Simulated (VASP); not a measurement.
The system is GaAs.

```
Ga As
1.0
     3.73217    0.00000    0.00000
    -1.86608    3.23215    0.00000
     0.00000    0.00000    6.33279
Ga As
2 2
Direct
  0.00000 0.00000 0.00000
  0.00000 0.00000 0.50000
  0.33333 0.66667 0.25000
  0.66667 0.33333 0.75000
```

Base run:

| Quantity | Value |
| --- | --- |
| Program | VASP 6.6.1 |
| Functional | PBE |
| Potentials or basis | VASP PAW PBE potentials, release 64 (Ga_d, As) |
| Cutoff | 520 eV |
| k mesh | 6 × 6 × 4 |
| Occupations | fermi-dirac, width 0.02 eV |
| Spin | no spin polarisation |

Its results: band gap on the k mesh zero (band 18 reaches 6.20 eV, above the bottom of band 19 at 2.54 eV); pressure 3.2 GPa.

Problem. The run is repeated on the same cell with these changes: functional from PBE to r2SCAN. What comes out?

Solution. Band gap on the k mesh zero (band 18 reaches 6.00 eV, above the bottom of band 19 at 2.23 eV); pressure 0.1 GPa.

Caveats: the PAW data sets were made with another functional, which shifts forces and pressure a little (some runs).
